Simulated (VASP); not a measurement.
Input of a VASP 6.6.1 run:

File INCAR:

```
PREC = Accurate
ENCUT = 520
EDIFF = 1E-7
ISMEAR = 0
SIGMA = 0.1
LREAL = False
LASPH = True
NELM = 100
ALGO = Normal
ISIF = 2
LWAVE = False
LCHARG = False
GGA = CA
NBANDS = 35
```

Contents of KPOINTS:

```
regular mesh
0
Gamma
  8 8 10
```

The input POSCAR:

```
PbO2
1.0
    4.9366380049      0.0000000000      0.0000000000
    0.0000000000      4.9384680405      0.0000000000
    0.0000000000      0.0000000000      3.3896724090
Pb O
2 4
Direct
    0.5000000000      0.5000000000      0.5000000000
    0.0000000000      0.0000000000      0.0000000000
    0.3068681438      0.3078525264      0.0000000000
    0.8068681438      0.1921474736      0.5000000000
    0.1931318562      0.8078525264      0.5000000000
    0.6931318562      0.6921474736      0.0000000000
```

Potentials or basis: VASP PAW LDA potentials, release 64 (Pb_d, O).

Launch:

```sh
$ cat potpaw_LDA.64/Pb_d/POTCAR potpaw_LDA.64/O/POTCAR > POTCAR
$ mpirun -np 1 vasp_std > vasp.out
```

Q: Estimate the largest force.

A: 0.010 eV/Å.

Q: Predict the band gap on the k mesh.

A: 0.01 eV (least direct gap 0.05 eV).

Stress tensor (GPa, compression positive):
```
0.37 0.00 0.00
0.00 0.37 0.00
0.00 0.00 0.63
```

Caveat: the smearing spreads over this small gap; spin-orbit coupling is left out, which moves the levels of the heavy elements. A k mesh can miss the band edges.
